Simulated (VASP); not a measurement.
# P (Cmce) in VASP: further runs

P is run at these levels: PBE; tasks: single point, relaxation of cell and atoms.

All numbers are computed with VASP 6.6.1; they aren't measurements. Logs are shortened: lines on timing, memory, paths and dates and some standing lists are left out, and cuts for length are marked.

### 1 The cell of the first run

It takes space group Cmce (No. 64, orthorhombic). The conventional cell has a = 3.310 Å, b = 10.500 Å, c = 4.380 Å, α = 90.00°, β = 90.00°, γ = 90.00°. P (site symmetry m) has 3 P at 2.17 to 2.20 Å within 2.9 Å.

### 2 Single point, PBE

Contents of INCAR:

```
SYSTEM = P
PREC = Accurate
ENCUT = 520
EDIFF = 1E-7
ISMEAR = 0
SIGMA = 0.1
LREAL = .False.
LASPH = .True.
NELM = 60
ALGO = Normal
ISIF = 2
LWAVE = .False.
LCHARG = .True.
GGA = PE
LELF = .True.
LVHAR = .True.
NBANDS = 18
```

Contents of KPOINTS:

```
Automatic mesh
0
Gamma
  6 6 4
  0 0 0
```

Contents of POSCAR:

```
P
1.0
    1.6550000000     -5.2500000000      0.0000000000
    1.6550000000      5.2500000000      0.0000000000
    0.0000000000      0.0000000000      4.3800000000
P
4
Direct
    0.0980000000      0.9020000000      0.9100000000
    0.5980000000      0.4020000000      0.5900000000
    0.9020000000      0.0980000000      0.0900000000
    0.4020000000      0.5980000000      0.4100000000
```

Potentials or basis: VASP PAW PBE potentials, release 64 (P).

Command:

```
> cat potpaw_PBE.64/P/POTCAR > POTCAR
> mpirun -np 1 vasp_std > vasp.out
```

OUTCAR:

```text
SYSTEM = P
   PREC = Accurate
   ENCUT = 520
   EDIFF = 1E-7
   ISMEAR = 0
   LREAL = .False.
   LASPH = .True.
   NELM = 60
   ISIF = 2
   GGA = PE

 ion  position               nearest neighbor table
   1  0.098  0.902  0.910-   2 2.17   2 2.17   3 2.20
   2  0.598  0.402  0.590-   1 2.17   1 2.17   4 2.20
   3  0.902  0.098  0.090-   4 2.17   4 2.17   1 2.20
   4  0.402  0.598  0.410-   3 2.17   3 2.17   2 2.20

  LATTYP: Found a base centered orthorhombic cell.
 ALAT       =     3.3100000000
 B/A-ratio  =     3.1722054381
 C/A-ratio  =     1.3232628399

  Lattice vectors:

 A1 = (   1.6550000000,  -5.2500000000,   0.0000000000)
 A2 = (   1.6550000000,   5.2500000000,   0.0000000000)
 A3 = (   0.0000000000,   0.0000000000,   4.3800000000)

Analysis of symmetry for initial positions (statically):
=====================================================================
 Subroutine PRICEL returns:
 Original cell was already a primitive cell.

 Routine SETGRP: Setting up the symmetry group for a
 base centered orthorhombic supercell.

 Subroutine GETGRP returns: Found  8 space group operations
 (whereof  4 operations were pure point group operations)
 out of a pool of  8 trial point group operations.

The static configuration has the point symmetry C_2h.
 The point group associated with its full space group is D_2h.

Analysis of symmetry for dynamics (positions and initial velocities):
=====================================================================
 Subroutine PRICEL returns:
 Original cell was already a primitive cell.

 Routine SETGRP: Setting up the symmetry group for a
 base centered orthorhombic supercell.

 Subroutine GETGRP returns: Found  8 space group operations
 (whereof  4 operations were pure point group operations)
 out of a pool of  8 trial point group operations.

The dynamic configuration has the point symmetry C_2h.
 The point group associated with its full space group is D_2h.

 Subroutine INISYM returns: Found  8 space group operations
 (whereof  4 operations are pure point group operations),
 and found     1 'primitive' translations

----------------------------------------------------------------------------------------

                                     Primitive cell
[... 87 lines left out ...]
   ISTART =      0    job   : 0-new  1-cont  2-samecut
   ICHARG =      2    charge: 1-file 2-atom 10-const
   ISPIN  =      1    spin polarized calculation?
   LNONCOLLINEAR =      F non collinear calculations
   LSORBIT =      F    spin-orbit coupling
   LASPH  =      T    aspherical Exc in radial PAW
   ENCUT  =  520.0 eV  38.22 Ry    6.18 a.u.  10.24 10.24  8.14*2*pi/ulx,y,z
   NELM   =     60;   NELMIN=  2; NELMDL= -5     # of ELM steps
   EDIFF  = 0.1E-06   stopping-criterion for ELM
   LREAL  =      F    real-space projection
   EDIFFG = 0.1E-05   stopping-criterion for IOM
   NSW    =      0    number of steps for IOM
   IBRION =     -1    ionic relax: 0-MD 1-quasi-New 2-CG
   NFREE  =      0    steps in history (QN), initial steepest desc. (CG)
   ISIF   =      2    stress and relaxation
   ISYM   =      2    0-nonsym 1-usesym 2-fastsym
   POTIM  = 0.5000    time-step for ionic-motion
   TEBEG  =    0.0;   TEEND  =   0.0 temperature during run
   PSTRESS=    0.0 pullay stress
   NELECT =      20.0000    total number of electrons
   NUPDOWN=      -1.0000    fix difference up-down
   EMIN   =  10.00;   EMAX   =-10.00  energy-range for DOS
   EFERMI =   0.00;   METHOD = LEGACY
   ISMEAR =     0;   SIGMA  =   0.10  broadening in eV -4-tet -1-fermi 0-gaus
   EFERMI_NEDOS =   21; number of points for ismear=-14 and -15
   IALGO  =     38    algorithm
   IMIX   =      4    mixing-type and parameters
     AMIX     =   0.40;   BMIX     =  1.00
     AMIX_MAG =   1.60;   BMIX_MAG =  1.00
  volume/ion in A,a.u.               =      19.03       128.41
  Fermi-wavevector in a.u.,A,eV,Ry     =   1.048571  1.981511 14.959611  1.099500
  Thomas-Fermi vector in A             =   2.183498
   LORBIT       =      0    0 simple, 1 ext, 2 COOP (PROOUT), +10 PAW based schemes
   GGA     = PE    functional components
   LHFCALC =     F    Hartree Fock is set to
   AEXX    =    0.0000 exact exchange contribution
   IVDW    =     0    specifies the selected vdW correction
   LEPSILON=     F    determine dielectric tensor
   LRPA    =     F    only Hartree local field effects (RPA)
 non-spin polarized calculation
 Gauss-broadening in eV      SIGMA  =   0.10
  energy-cutoff  :      520.00
  volume of cell :       76.11
 maximum number of plane-waves:      2072
 NGX is ok and might be reduce to    42

 number of electron      20.0000000 magnetization

 Free energy of the ion-electron system (eV)
  ---------------------------------------------------
  ext. energy  EPLUGINS =         0.00000000
  ---------------------------------------------------
  free energy    TOTEN  =       -21.34693342 eV

  energy without entropy =      -21.34634224  energy(sigma->0) =      -21.34663783

 E-fermi :   6.7831     XC(G=0):  -9.7763

 val. band max:        6.7261626384   @ k =   0.5000   0.5000   0.0000
 cond. band min:       6.8428913057   @ k =   0.5000   0.5000   0.0000
 fundamental gap:      0.1167286673
 Fermi energy:         6.7831406437

 k-point     1 :       0.0000    0.0000    0.0000
  band No.  band energies     occupation
      1      -9.6064      2.00000
      2      -6.5682      2.00000
      3      -3.1401      2.00000
      4      -0.4773      2.00000
      5       1.6507      2.00000
      6       2.0487      2.00000
[... 481 lines left out ...]
      5       0.3634      2.00000
      6       1.6748      2.00000
[... 10 lines left out ...]
     17      11.7731      0.00000
     18      12.8484      0.00000

 [... further k-points ...]
[... 5 lines left out ...]
  --------------------------------------------------------------------------------------
  -------------------------------------------------------------------------------------
  Total        2.2838964      2.7089895      3.4080246      0.0000000      0.0000000      0.0000000
  in kB       48.0756952     57.0238444     71.7384343      0.0000000      0.0000000      0.0000000
  external PRESSURE =      58.9459913 kB  Pullay stress =       0.0000000 kB

 VOLUME and BASIS-vectors are now :
 -----------------------------------------------------------------------------
  energy-cutoff  :      520.00
  volume of cell :       76.11
      direct lattice vectors                 reciprocal lattice vectors
     1.655000000 -5.250000000  0.000000000     0.302114804 -0.095238095  0.000000000
     1.655000000  5.250000000  0.000000000     0.302114804  0.095238095  0.000000000
     0.000000000  0.000000000  4.380000000     0.000000000  0.000000000  0.228310502

 POSITION                                       TOTAL-FORCE (eV/Angst)
 -----------------------------------------------------------------------------------
      1.65500      4.22100      3.98580         0.000000     -0.474218      0.807831
      1.65500     -1.02900      2.58420         0.000000     -0.474218     -0.807831
      1.65500     -4.22100      0.39420         0.000000      0.474218     -0.807831
      1.65500      1.02900      1.79580         0.000000      0.474218      0.807831
 -----------------------------------------------------------------------------------
    total drift:                               -0.000000     -0.000000     -0.000000

  FREE ENERGIE OF THE ION-ELECTRON SYSTEM (eV)
  ---------------------------------------------------
  free  energy   TOTEN  =       -21.3469334151 eV

  energy  without entropy=      -21.3463422351  energy(sigma->0) =      -21.34663783
```

stdout:

```text
POSCAR found type information on POSCAR P
 POSCAR found :  1 types and       4 ions
 scaLAPACK will be used
 LDA part: xc-table for (Slater+PW92), standard interpolation
 POSCAR, INCAR and KPOINTS ok, starting setup
 FFT: planning ... GRIDC
 FFT: planning ... GRID_SOFT
 FFT: planning ... GRID
 WAVECAR not read
 entering main loop
```

It took 44 s on 1 thread of AMD EPYC 9R14 (Zen 4), shared host; peak memory 0.2 GiB.

Results:

- Free energy: -21.3469 eV
- Pressure: 5.9 GPa
- Largest force: 0.937 eV/Å
- Band gap on the k mesh: 0.12 eV, direct

Forces in eV/Å, atoms in the order of the input:
```
P    0.000 -0.474  0.808
P    0.000 -0.474 -0.808
P    0.000  0.474 -0.808
P    0.000  0.474  0.808
```

### 3 Relaxation of cell and atoms, PBE

Contents of INCAR:

```
ALGO     = Normal         # electronic algorithm
EDIFF    = 1E-6           # SCF threshold, eV
EDIFFG   = -0.05          # ionic threshold
ENCUT    = 600            # plane-wave cutoff, eV
GGA      = PE             # functional
IBRION   = 2              # ionic algorithm
ISIF     = 3              # what is computed and relaxed
ISMEAR   = 0              # smearing method
LASPH    = True           # aspherical terms in the spheres
LCHARG   = False          # write CHGCAR
LREAL    = False          # projectors in reciprocal space
LWAVE    = False          # write WAVECAR
NELM     = 60             # most SCF steps
NSW      = 100            # ionic steps
PREC     = Accurate       # precision mode
SIGMA    = 0.1            # smearing width, eV
```

Contents of KPOINTS:

```
k-points
0
Gamma
  6 6 4
```

POSCAR is that of step 2.

Potentials or basis: VASP PAW PBE potentials, release 64 (P).

Command:

```
> cat potpaw_PBE.64/P/POTCAR > POTCAR
> mpirun -np 1 vasp_std > vasp.out
```

Run time: 4.2 min. Hardware: 1 thread of AMD EPYC 9R14 (Zen 4), shared host; peak memory 0.25 GiB.

The run converged. Its results:

* Free energy: -21.4888 eV
* Relaxed volume: 20.62 Å³/atom
* Relaxed cell: a = 5.764 Å, b = 5.764 Å, c = 4.492 Å, α = 90.00°, β = 90.00°, γ = 146.44°
* Space group after relaxing (to 0.05 Å): Cmce (No. 64)
* Energy gained by relaxing: 35.3 meV/atom
* Ionic steps: 11
* Pressure after relaxing: 0.0 GPa
* Largest force after relaxing: 0.027 eV/Å
* Band gap on the k mesh: 0.03 eV, direct

Forces on the atoms (eV/Å):
```
P    0.000  0.013 -0.024
P    0.000  0.013  0.024
P    0.000 -0.013  0.024
P    0.000 -0.013 -0.024
```

Stress tensor (GPa, compression positive):
```
-0.26  0.00  0.00
 0.00  0.12  0.00
 0.00  0.00  0.08
```

The path:
```
step  energy change (eV)  largest force (eV/Å)  pressure (GPa)  volume (Å³)
   1              0.0000                0.9354            5.91        76.11
   2             -0.0532                0.6108           -4.07        84.10
   3             -0.1264                0.0363           -0.30        80.51
   4             -0.1265                0.0494           -0.19        80.42
   5             -0.1333                0.0803           -0.03        80.31
   6             -0.1336                0.0980            0.02        80.28
   7             -0.1348                0.0502            0.21        80.30
   8             -0.1352                0.0474            0.35        80.31
   9             -0.1361                0.0457            0.31        80.53
  10             -0.1385                0.0395            0.19        81.18
  11             -0.1412                0.0273           -0.02        82.49
```

Final structure:
```
CELL_PARAMETERS angstrom
1.66385 -5.51832 0.00000
1.66385 5.51832 0.00000
0.00000 0.00000 4.49211
ATOMIC_POSITIONS crystal
P 0.09630 0.90370 0.91571
P 0.59630 0.40370 0.58429
P 0.90370 0.09630 0.08429
P 0.40370 0.59630 0.41571
```

Levels at points of the mesh, in eV from the valence-band top:
```
           k point  band 6  band 7  band 8  band 9  band 10  band 11  band 12  band 13  band 14
(0.00, 0.00, 0.00)   -4.84   -3.97   -2.72   -2.45    -1.14     0.73     1.08     1.93     2.83
(0.50, 0.00, 0.00)   -5.34   -3.30   -3.30   -2.60    -2.60     0.75     0.75     1.39     1.39
(0.50, 0.50, 0.00)   -5.44   -4.07   -2.28   -1.66     0.00     0.03     0.84     2.14     2.73
(0.00, 0.00, 0.50)   -4.34   -3.14   -3.14   -1.50    -1.50     1.43     1.43     2.76     2.76
(0.50, 0.00, 0.50)   -5.51   -5.35   -5.35   -1.84    -1.84     1.74     1.74     3.60     3.60
(0.50, 0.50, 0.50)   -3.17   -2.78   -2.78   -1.79    -1.79     1.41     1.41     2.51     2.51
```

Caveat: the relaxation stopped at a loose force limit of 0.05 eV/Å, so its end isn't a converged minimum. Zero-point motion and thermal expansion aren't in these numbers.

### 4 Single point, PBE

This run uses another cell than the first one, of 20.97 Å³/atom, 1.102 times its volume.

Contents of INCAR:

```
SYSTEM = P
PREC = Accurate
ENCUT = 520
EDIFF = 1E-6
ISMEAR = 0
SIGMA = 0.1
LREAL = .False.
LASPH = .True.
NELM = 80
ALGO = Normal
ISIF = 2
LWAVE = .False.
LCHARG = .True.
GGA = PE
LELF = .True.
LVHAR = .True.
NBANDS = 18
```

Contents of KPOINTS:

```
Automatic mesh
0
Gamma
  6 6 4
  0 0 0
```

Contents of POSCAR:

```
P
1.0
    1.6596106600     -5.5567946216      0.0000000000
    1.6596106600      5.5567946216      0.0000000000
    0.0000000000      0.0000000000      4.5468660479
P
4
Direct
    0.0955249785      0.9044750215      0.9142200465
    0.5955249785      0.4044750215      0.5857799535
    0.9044750215      0.0955249785      0.0857799535
    0.4044750215      0.5955249785      0.4142200465
```

Command:

```
> cat potpaw_PBE.64/P/POTCAR > POTCAR
> mpirun -np 1 vasp_std > vasp.out
```

It took 77 s on 1 thread of AMD EPYC 7R43 (Zen 3), shared host; peak memory 0.23 GiB.

Results (log left out):

```
Free energy            : -21.4903 eV
Pressure               : -0.3 GPa
Largest force          : 0.064 eV/Å
Band gap on the k mesh : 0.11 eV, direct
```

Forces in eV/Å, atoms in the order of the input:
```
P    0.000  0.049 -0.041
P    0.000  0.049  0.041
P    0.000 -0.049  0.041
P    0.000 -0.049 -0.041
```

Stress tensor (GPa, compression positive):
```
-0.28  0.00  0.00
 0.00 -0.22  0.00
 0.00  0.00 -0.45
```

Levels at points of the mesh, in eV from the valence-band top:
| k point | band 7 | band 8 | band 9 | band 10 | band 11 | band 12 | band 13 | band 14 |
| --- | --- | --- | --- | --- | --- | --- | --- | --- |
| (0.00, 0.00, 0.00) | -3.86 | -2.67 | -2.36 | -1.11 | 0.72 | 1.17 | 2.01 | 2.84 |
| (0.50, 0.00, 0.00) | -3.27 | -3.27 | -2.55 | -2.55 | 0.74 | 0.74 | 1.47 | 1.47 |
| (0.50, 0.50, 0.00) | -3.95 | -2.21 | -1.60 | 0.00 | 0.11 | 0.95 | 2.20 | 2.75 |
| (0.00, 0.00, 0.50) | -3.06 | -3.06 | -1.53 | -1.53 | 1.50 | 1.50 | 2.88 | 2.88 |
| (0.50, 0.00, 0.50) | -5.24 | -5.24 | -1.77 | -1.77 | 1.77 | 1.77 | 3.48 | 3.48 |
| (0.50, 0.50, 0.50) | -2.76 | -2.76 | -1.82 | -1.82 | 1.49 | 1.49 | 2.53 | 2.53 |

A k mesh can miss the band edges.

### 5 Single point, PBE

This run uses another cell than the first one: it holds 8 atoms, not 4.

Contents of INCAR:

```
SYSTEM = P
ALGO = Normal
EDIFF = 1E-6
ENCUT = 520
GGA = PE
ISIF = 2
ISMEAR = 0
LASPH = .TRUE.
LCHARG = .FALSE.
LREAL = .FALSE.
LWAVE = .FALSE.
NBANDS = 30
NELM = 80
PREC = Accurate
SIGMA = 0.03
```

Contents of KPOINTS:

```
k-points
0
G
  10 7 3
  0 0 0
```

Contents of POSCAR:

```
P
1.0
   -3.3104324909      0.0000000000      0.0000000000
    0.0000000000      0.0000000000     -4.5577726732
    0.0000000000    -11.2854350009      0.0000000000
P
8
Direct
    0.0000000000      0.0862797555      0.0940707859
    0.5000000000      0.0862797555      0.5940707859
    0.0000000000      0.4137202445      0.5940707859
    0.5000000000      0.4137202445      0.0940707859
    0.0000000000      0.9137202445      0.9059292141
    0.5000000000      0.9137202445      0.4059292141
    0.0000000000      0.5862797555      0.4059292141
    0.5000000000      0.5862797555      0.9059292141
```

Command:

```
> cat potpaw_PBE.64/P/POTCAR > POTCAR
> mpirun -np 1 vasp_std > vasp.out
```

Run time: 3.1 min. Hardware: 1 thread of AMD EPYC 7R43 (Zen 3), shared host; peak memory 0.33 GiB.

The run converged. Its results:

```yaml
Free_energy: -43.0161 eV
Pressure: -0.3 GPa
Largest_force: 0.055 eV/Å
Band_gap_on_the_k_mesh: 0.14 eV
```

Forces on the atoms (eV/Å):
```
P    0.000  0.041 -0.036
P    0.000  0.041 -0.036
P    0.000  0.041  0.036
P    0.000  0.041  0.036
P    0.000 -0.041  0.036
P    0.000 -0.041  0.036
P    0.000 -0.041 -0.036
P    0.000 -0.041 -0.036
```

Levels at points of the mesh, in eV from the valence-band top:
```
           k point  band 18  band 19  band 20  band 21  band 22  band 23
(0.00, 0.00, 0.00)    -1.61    -0.99     0.00     0.14     0.76     1.05
(0.50, 0.00, 0.00)    -2.71    -2.21    -2.21     0.64     0.64     0.84
```

Caveat: this functional lacks dispersion, which binds the layers, so the pressure and a relaxed spacing across them are unreliable.

### 6 The runs side by side

```csv
task,cell,k mesh,cutoff (eV),smearing,gap on the mesh (eV),pressure (GPa),largest force (eV/Å)
single point,"a = 5.505, b = 5.505, c = 4.380 Å, angles 90.0, 90.0, 145.0°, 4 atoms",6 × 6 × 4,520,gaussian 0.1 eV,0.12,5.9,0.94
relaxation of cell and atoms,"relaxed from a = 5.505, b = 5.505, c = 4.380 Å, angles 90.0, 90.0, 145.0°, 4 atoms",6 × 6 × 4,600,gaussian 0.1 eV,0.03,0.0,0.03
single point,"a = 5.799, b = 5.799, c = 4.547 Å, angles 90.0, 90.0, 146.7°, 4 atoms",6 × 6 × 4,520,gaussian 0.1 eV,0.11,-0.3,0.06
single point,"a = 3.310, b = 4.558, c = 11.285 Å, 8 atoms",10 × 7 × 3,520,gaussian 0.03 eV,0.14,-0.3,0.05
```

Alike in all rows: level PBE; potentials or basis VASP PAW PBE potentials, release 64 (P); no spin polarisation.

Caveats: the relaxation stopped at a loose force limit of 0.05 eV/Å, so its end isn't a converged minimum (some runs); this functional lacks dispersion, which binds the layers, so the pressure and a relaxed spacing across them are unreliable (some runs).

Absolute energies hang on the potentials; compare differences alone.
